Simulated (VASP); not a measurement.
A run of VASP 6.6.1 is set up as follows.

INCAR

```
  PREC = Accurate
  ENCUT = 520
  EDIFF = 1E-6
  ISMEAR = 0
  SIGMA = 0.1
  LREAL = False
  LASPH = True
  NELM = 60
  ALGO = Normal
  ISIF = 2
  LWAVE = False
  LCHARG = False
  GGA = PE
  NBANDS = 14
```

Contents of KPOINTS:

```
regular mesh
0
Gamma
  8 4 6
```

File POSCAR:

```
B
1.0
    1.8492336478      0.0000000000      0.0000000000
    0.0000000000      5.1555008823      0.0000000000
    0.0000000000      0.0000000000      2.8044580274
B
4
Direct
    1.0004411670      0.8329942570      0.7496911097
   -0.0004411670      0.1670057430      0.7496911097
    0.5004411670      0.6670057430      0.2503088903
    0.4995588330      0.3329942570      0.2503088903
```

Potentials or basis: VASP PAW PBE potentials, release 64 (B).

Run with:

```sh
$ cat potpaw_PBE.64/B/POTCAR > POTCAR
$ mpirun -np 1 vasp_std > vasp.out
```

(1) Predict the pressure.

(2) What does it give for the largest force?

## Answers

(1) 0.2 GPa.

(2) 0.015 eV/Å.

Caveat: the k points lie up to 0.42 Å⁻¹ apart.
